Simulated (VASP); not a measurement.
Input of a VASP 6.6.1 run:

POSCAR

```
InAs
1.0
    0.0000000000      3.0180000000      3.0180000000
    3.0180000000      0.0000000000      3.0180000000
    3.0180000000      3.0180000000      0.0000000000
In As
1 1
Direct
    0.0000000000      0.0000000000      0.0000000000
    0.7500000000      0.7500000000      0.7500000000
```

INCAR.step1

```
SYSTEM = InAs
PREC     = Accurate       ! precision mode
ENCUT    = 520            ! plane-wave cutoff, eV
EDIFF    = 1E-5           ! SCF threshold, eV
ISMEAR   = 1              ! smearing method
SIGMA    = 0.1            ! smearing width, eV
LREAL    = .False.        ! projectors in reciprocal space
LASPH    = .True.         ! aspherical terms in the spheres
NELM     = 60             ! most SCF steps
ALGO     = Normal         ! electronic algorithm
ISIF     = 2              ! what is computed and relaxed
LWAVE    = .True.         ! write WAVECAR
LCHARG   = .False.        ! write CHGCAR
NBANDS   = 16             ! bands
GGA      = PE             ! functional
```

File INCAR.step2:

```
SYSTEM = InAs
PREC     = Accurate       ! precision mode
ENCUT    = 520            ! plane-wave cutoff, eV
EDIFF    = 1E-6           ! SCF threshold, eV
ISMEAR   = 1              ! smearing method
SIGMA    = 0.1            ! smearing width, eV
LREAL    = .False.        ! projectors in reciprocal space
LASPH    = .True.         ! aspherical terms in the spheres
NELM     = 60             ! most SCF steps
ALGO     = Normal         ! electronic algorithm
ISIF     = 2              ! what is computed and relaxed
LWAVE    = .False.        ! write WAVECAR
LCHARG   = .False.        ! write CHGCAR
GGA      = PE             ! functional
LHFCALC  = .True.         ! exact exchange
AEXX     = 0.25           ! exact-exchange fraction
HFSCREEN = 0.3            ! screening, 1/A
PRECFOCK = Normal       
NBANDS   = 16             ! bands
ISTART   = 1
```

KPOINTS

```
Automatic mesh
0
Gamma
  4 4 4
  0 0 0
```

Potentials or basis: VASP PAW PBE potentials, release 64 (In_d, As).

The run is started by

```sh
$ cat potpaw_PBE.64/In_d/POTCAR potpaw_PBE.64/As/POTCAR > POTCAR
$ cp INCAR.step1 INCAR
$ mpirun -np 1 vasp_std > vasp.out
$ cp INCAR.step2 INCAR
$ mpirun -np 1 vasp_std > vasp.out
```

What does it give for the band gap on the k mesh?

0.45 eV.

Predict the pressure.

2.5 GPa.

Caveat: the k points lie up to 0.45 Å⁻¹ apart; the PAW data sets were made with another functional, which shifts forces and pressure a little; spin-orbit coupling is left out, which moves the levels of the heavy elements.
